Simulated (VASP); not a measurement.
# InSb (an interface model) in VASP: single point with PBE

Aim: the single point of InSb (an interface model) with PBE.

All numbers are computed with VASP 6.6.1; they aren't measurements. Logs are shortened: lines on timing, memory, paths and dates and some standing lists are left out, and cuts for length are marked.

## (1) The cell of the first run

The cell holds layers of an interface, 24 atoms: a = 4.692 Å, b = 4.692 Å, c = 46.035 Å, α = 90.00°, β = 90.00°, γ = 120.00°.

## (2) Single point, PBE

INCAR reads:

```
SYSTEM = InSb
  ALGO = Fast
  EDIFF = 1E-7
  ENCUT = 520
  GGA = PE
  ISIF = 2
  ISMEAR = 0
  LASPH = .True.
  LCHARG = .False.
  LREAL = Auto
  LWAVE = .False.
  NBANDS = 126
  NELM = 100
  PREC = Accurate
  SIGMA = 0.1
```

KPOINTS reads:

```
k-points
0
Gamma
  9 9 1
  0 0 0
```

POSCAR reads:

```
InSb
1.0
    4.6915474072      0.0000000000      0.0000000000
   -2.3457737036      4.0629992377      0.0000000000
    0.0000000000      0.0000000000     46.0346167099
Sb In
12 12
Direct
    0.6666666667      0.3333333333      0.0530558042
    0.0000000000      0.0000000000      0.1362174485
    0.6666666667      0.3333333333      0.3026308762
    0.3333333333      0.6666666667      0.2194251743
    0.0000000000      0.0000000000      0.3859327075
    0.3333333333      0.6666666667      0.4685667772
    0.6666666667      0.3333333333      0.9469441958
    0.0000000000      0.0000000000      0.8637825515
    0.6666666667      0.3333333333      0.6973691238
    0.3333333333      0.6666666667      0.7805748257
    0.0000000000      0.0000000000      0.6140672925
    0.3333333333      0.6666666667      0.5314332228
    0.3333333333      0.6666666667      0.0312535969
    0.6666666667      0.3333333333      0.1150529795
    0.0000000000      0.0000000000      0.1982948545
    0.3333333333      0.6666666667      0.2814916253
    0.6666666667      0.3333333333      0.3647002058
    0.0000000000      0.0000000000      0.4478000487
    0.3333333333      0.6666666667      0.9687464031
    0.6666666667      0.3333333333      0.8849470205
    0.0000000000      0.0000000000      0.8017051455
    0.3333333333      0.6666666667      0.7185083747
    0.6666666667      0.3333333333      0.6352997942
    0.0000000000      0.0000000000      0.5521999513
```

Potentials or basis: VASP PAW PBE potentials, release 64 (Sb, In_d).

The run is started by

```
$ cat potpaw_PBE.64/Sb/POTCAR potpaw_PBE.64/In_d/POTCAR > POTCAR
$ mpirun -np 1 vasp_std > vasp.out
```

OUTCAR:

```text
SYSTEM = InSb
   EDIFF = 1E-7
   ENCUT = 520
   GGA = PE
   ISIF = 2
   ISMEAR = 0
   LASPH = .True.
   LREAL = Auto
   NELM = 100
   PREC = Accurate

 ion  position               nearest neighbor table
   1  0.667  0.333  0.053-  14 2.85  13 2.89  13 2.89  13 2.89
   2  0.000  0.000  0.136-  15 2.86  14 2.88  14 2.88  14 2.88
   3  0.667  0.333  0.303-  17 2.86  16 2.88  16 2.88  16 2.88
   4  0.333  0.667  0.219-  16 2.86  15 2.88  15 2.88  15 2.88
   5  0.000  0.000  0.386-  18 2.85  17 2.88  17 2.88  17 2.88
   6  0.333  0.667  0.469-  18 2.87  18 2.87  18 2.87  12 2.89
[... 16 lines left out ...]
  23  0.667  0.333  0.635-   9 2.86  11 2.88  11 2.88  11 2.88
  24  0.000  0.000  0.552-  11 2.85  12 2.87  12 2.87  12 2.87

  LATTYP: Found a hexagonal cell.
 ALAT       =     4.6915474072
 C/A-ratio  =     9.8122458785

  Lattice vectors:

 A1 = (   4.6915474072,   0.0000000000,   0.0000000000)
 A2 = (  -2.3457737036,   4.0629992377,   0.0000000000)
 A3 = (   0.0000000000,   0.0000000000,  46.0346167099)

Analysis of symmetry for initial positions (statically):
=====================================================================
 Subroutine PRICEL returns:
 Original cell was already a primitive cell.

 Routine SETGRP: Setting up the symmetry group for a
 hexagonal supercell.

 Subroutine GETGRP returns: Found 12 space group operations
 (whereof 12 operations were pure point group operations)
 out of a pool of 24 trial point group operations.

The static configuration has the point symmetry D_3h.

Analysis of symmetry for dynamics (positions and initial velocities):
=====================================================================
 Subroutine PRICEL returns:
 Original cell was already a primitive cell.

 Routine SETGRP: Setting up the symmetry group for a
 hexagonal supercell.

 Subroutine GETGRP returns: Found 12 space group operations
 (whereof 12 operations were pure point group operations)
 out of a pool of 24 trial point group operations.

The dynamic configuration has the point symmetry D_3h.

 Subroutine INISYM returns: Found 12 space group operations
 (whereof 12 operations are pure point group operations),
 and found     1 'primitive' translations

----------------------------------------------------------------------------------------
[... 128 lines left out ...]
   IBRION =     -1    ionic relax: 0-MD 1-quasi-New 2-CG
   NFREE  =      0    steps in history (QN), initial steepest desc. (CG)
   ISIF   =      2    stress and relaxation
   ISYM   =      2    0-nonsym 1-usesym 2-fastsym
   POTIM  = 0.5000    time-step for ionic-motion
   TEBEG  =    0.0;   TEEND  =   0.0 temperature during run
   PSTRESS=    0.0 pullay stress
   NELECT =     216.0000    total number of electrons
   NUPDOWN=      -1.0000    fix difference up-down
   EMIN   =  10.00;   EMAX   =-10.00  energy-range for DOS
   EFERMI =   0.00;   METHOD = LEGACY
   ISMEAR =     0;   SIGMA  =   0.10  broadening in eV -4-tet -1-fermi 0-gaus
   EFERMI_NEDOS =   21; number of points for ismear=-14 and -15
   IALGO  =     68    algorithm
   IMIX   =      4    mixing-type and parameters
     AMIX     =   0.40;   BMIX     =  1.00
     AMIX_MAG =   1.60;   BMIX_MAG =  1.00
  volume/ion in A,a.u.               =      36.56       246.74
  Fermi-wavevector in a.u.,A,eV,Ry     =   1.025991  1.938842 14.322280  1.052658
  Thomas-Fermi vector in A             =   2.159861
   LORBIT       =      0    0 simple, 1 ext, 2 COOP (PROOUT), +10 PAW based schemes
   GGA     = PE    functional components
   LHFCALC =     F    Hartree Fock is set to
   AEXX    =    0.0000 exact exchange contribution
   IVDW    =     0    specifies the selected vdW correction
   LEPSILON=     F    determine dielectric tensor
   LRPA    =     F    only Hartree local field effects (RPA)
 non-spin polarized calculation
 RMM-DIIS sequential band-by-band and
 Gauss-broadening in eV      SIGMA  =   0.10
  energy-cutoff  :      520.00
  volume of cell :      877.50
 maximum number of plane-waves:     23682
 NGX is ok and might be reduce to    36
   NGX = 17   NGY = 17   NGZ =171

 number of electron     216.0000056 magnetization

 Free energy of the ion-electron system (eV)
  ---------------------------------------------------
  ext. energy  EPLUGINS =         0.00000000
  ---------------------------------------------------
  free energy    TOTEN  =       -82.73429563 eV

  energy without entropy =      -82.71488497  energy(sigma->0) =      -82.72459030

 E-fermi :   4.6523     XC(G=0):  -8.3824

 val. band max:        4.6453031018   @ k =   0.0000   0.0000   0.0000
 cond. band min:       4.6847858124   @ k =   0.3333  -0.0000   0.0000
 fundamental gap:      0.0394827106
 Fermi energy:         4.6522883699

 k-point     1 :       0.0000    0.0000    0.0000
  band No.  band energies     occupation
      1     -10.6117      2.00000
      2     -10.6075      2.00000
      3     -10.5915      2.00000
      4     -10.5915      2.00000
      5     -10.5902      2.00000
      6     -10.5902      2.00000
[... 1465 lines left out ...]
    119       7.2180      0.00000
    120       7.2675      0.00000
 [bands above 120 left out]

------------------------ aborting loop because EDIFF is reached ----------------------------------------

  FORCE on cell =-STRESS in cart. coord.  units (eV):
  Direction    XX          YY          ZZ          XY          YZ          ZX
  --------------------------------------------------------------------------------------
  -------------------------------------------------------------------------------------
  Total        1.6330086      1.6330086     -0.0388335      0.0000000      0.0000000      0.0000000
  in kB        2.9816158      2.9816158     -0.0709039      0.0000000      0.0000000      0.0000000
  external PRESSURE =       1.9641092 kB  Pullay stress =       0.0000000 kB

 VOLUME and BASIS-vectors are now :
 -----------------------------------------------------------------------------
  energy-cutoff  :      520.00
  volume of cell :      877.50
      direct lattice vectors                 reciprocal lattice vectors
     4.691547407  0.000000000  0.000000000     0.213149290  0.123061800  0.000000000
    -2.345773704  4.062999238  0.000000000     0.000000000  0.246123600  0.000000000
     0.000000000  0.000000000 46.034616710     0.000000000  0.000000000  0.021722783

 POSITION                                       TOTAL-FORCE (eV/Angst)
 -----------------------------------------------------------------------------------
      2.34577      1.35433      2.44240        -0.000000     -0.000000      0.000561
      0.00000      0.00000      6.27072         0.000000     -0.000000     -0.006848
      2.34577      1.35433     13.93150         0.000000      0.000000      0.000965
     -0.00000      2.70867     10.10115        -0.000000     -0.000000     -0.000915
      0.00000      0.00000     17.76626         0.000000     -0.000000      0.006572
     -0.00000      2.70867     21.57029         0.000000     -0.000000     -0.011051
[... 16 lines left out ...]
      2.34577      1.35433     29.24578        -0.000000     -0.000000      0.004591
      0.00000      0.00000     25.42031        -0.000000      0.000000      0.013416
 -----------------------------------------------------------------------------------
    total drift:                               -0.000003      0.000002      0.000000

  FREE ENERGIE OF THE ION-ELECTRON SYSTEM (eV)
  ---------------------------------------------------
  free  energy   TOTEN  =       -82.7342956320 eV

  energy  without entropy=      -82.7148849672  energy(sigma->0) =      -82.72459030
```

OSZICAR:

```text
N       E                     dE             d eps       ncg     rms          rms(c)
DAV:   1     0.219339029407E+04    0.21934E+04   -0.88217E+04  3072   0.173E+03
[... 20 lines left out ...]
RMM:  22    -0.827342995635E+02   -0.37006E-05   -0.91682E-06  4155   0.652E-03    0.160E-01
RMM:  23    -0.827342999617E+02   -0.39815E-06   -0.13677E-06  3535   0.320E-03    0.166E-01
RMM:  24    -0.827342995404E+02    0.42133E-06   -0.29588E-07  2503   0.187E-03    0.169E-01
RMM:  25    -0.827342975097E+02    0.20306E-05   -0.91001E-07  3054   0.254E-03    0.164E-01
RMM:  26    -0.827342962770E+02    0.12327E-05   -0.19460E-06  3793   0.350E-03    0.144E-01
RMM:  27    -0.827342955676E+02    0.70939E-06   -0.65708E-07  2861   0.242E-03    0.123E-01
RMM:  28    -0.827342956320E+02   -0.64396E-07   -0.90794E-08  2138   0.124E-03
   1 F= -.82734296E+02 E0= -.82724590E+02  d E =-.194107E-01
```

Run time: 1.7 h. Hardware: 1 thread of Oxide Virtual Turin-like, shared host; peak memory 1.4 GiB.

Results:

| Quantity | Value |
| --- | --- |
| Free energy | -82.7343 eV |
| Pressure | 0.2 GPa |
| Largest force | 0.021 eV/Å |
| Band gap on the k mesh | zero (bands 108 and 109 overlap by 0.17 eV) |

Forces in eV/Å, atoms in the order of the input:
```
Sb   0.000  0.000  0.001
Sb   0.000  0.000 -0.007
Sb   0.000  0.000  0.001
Sb   0.000  0.000 -0.001
Sb   0.000  0.000  0.007
Sb   0.000  0.000 -0.011
Sb   0.000  0.000 -0.001
Sb   0.000  0.000  0.007
Sb   0.000  0.000 -0.001
Sb   0.000  0.000  0.001
Sb   0.000  0.000 -0.007
Sb   0.000  0.000  0.011
In   0.000  0.000  0.021
In   0.000  0.000 -0.002
In   0.000  0.000  0.019
In   0.000  0.000 -0.017
In   0.000  0.000 -0.005
In   0.000  0.000 -0.013
In   0.000  0.000 -0.021
In   0.000  0.000  0.002
In   0.000  0.000 -0.019
In   0.000  0.000  0.017
In   0.000  0.000  0.005
In   0.000  0.000  0.013
```

Caveat: spin-orbit coupling is left out, which moves the levels of the heavy elements.

The gap in the log of VASP goes by the Fermi energy; the results here count the filled bands.